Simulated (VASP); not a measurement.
Runs of VASP 6.6.1 on TlCl. The structure is that of space group Pm-3m (No. 221), or close to it. The cells are those of the table. 

```csv
task,level,potentials or basis,spin,cell,k mesh,cutoff (eV),smearing,gap on the mesh (eV),pressure (GPa),relaxed volume (Å³/atom)
relaxation of cell and atoms,PBE+D3(BJ),"VASP PAW PBE potentials, release 64 (Tl_d, Cl)",off,"relaxed from a = 3.837 Å, 2 atoms",6 × 6 × 6,500,fermi-dirac 0.02 eV,2.23,0.0,30.04
single point,PBE,"VASP PAW PBE potentials, release 64 (Tl_d, Cl)",off,"a = 3.794 Å, 2 atoms",6 × 6 × 6,500,fermi-dirac 0.02 eV,2.00,(a),-
single point,r2SCAN+rVV10,"VASP PAW PBE potentials, release 64 (Tl_d, Cl)",off,"a = 3.794 Å, 2 atoms",6 × 6 × 6,550,fermi-dirac 0.02 eV,2.37,(c),-
single point,PBE+D4,"VASP PAW PBE potentials, release 64 (Tl_d, Cl)",off,"a = 3.950 Å, 2 atoms",6 × 6 × 6,500,fermi-dirac 0.02 eV,2.29,-0.1,-
relaxation of cell and atoms,r2SCAN+rVV10,"VASP PAW PBE potentials, release 64 (Tl_d, Cl)",off,"relaxed from a = 3.918 Å, 2 atoms",6 × 6 × 6,550,fermi-dirac 0.02 eV,2.38,0.0,27.38
single point,PBE,"VASP PAW PBE potentials, release 64 (Tl_d, Cl)",off,"a = 3.794 Å, 2 atoms",4 × 4 × 4,500,gaussian 0.01 eV,1.99,(b),-
single point,r2SCAN,"VASP PAW PBE potentials, release 64 (Tl_d, Cl)",off,"a = 3.794 Å, 2 atoms",6 × 6 × 6,550,gaussian 0.01 eV,2.43,1.0,-
relaxation of cell and atoms,PBE+D4,"VASP PAW PBE potentials, release 64 (Tl_d, Cl)",off,"relaxed from a = 3.918 Å, 2 atoms",6 × 6 × 6,500,fermi-dirac 0.02 eV,2.29,0.0,30.81
single point,LDA,"VASP PAW LDA potentials, release 64 (Tl_d, Cl)",off,"a = 3.794 Å, 2 atoms",6 × 6 × 6,500,gaussian 0.01 eV,1.76,-2.4,-
single point,PBE+D3(BJ),"VASP PAW PBE potentials, release 64 (Tl_d, Cl)",off,"a = 3.918 Å, 2 atoms",6 × 6 × 6,500,fermi-dirac 0.02 eV,2.23,-0.1,-
dielectric tensor,PBE,"VASP PAW PBE potentials, release 64 (Tl_d, Cl)",off,"a = 3.794 Å, 2 atoms",6 × 6 × 6,400,gaussian 0.01 eV,2.00,-,-
single point,PBE,"VASP PAW PBE potentials, release 64 (Tl_d, Cl)","non-collinear, zero start, SOC","a = 3.794 Å, 2 atoms",6 × 6 × 6,500,gaussian 0.01 eV,-,2.0,-
```

Q: Estimate the missing entries.

A: (a) 2.2; (b) 2.3; (c) 0.1.

Caveats: spin-orbit coupling is left out, which moves the levels of the heavy elements (at least some runs); the PAW data sets were made with another functional, which shifts forces and pressure a little (at least some runs).

A k mesh can miss the band edges, and rows without SOC leave out spin-orbit coupling on Tl.
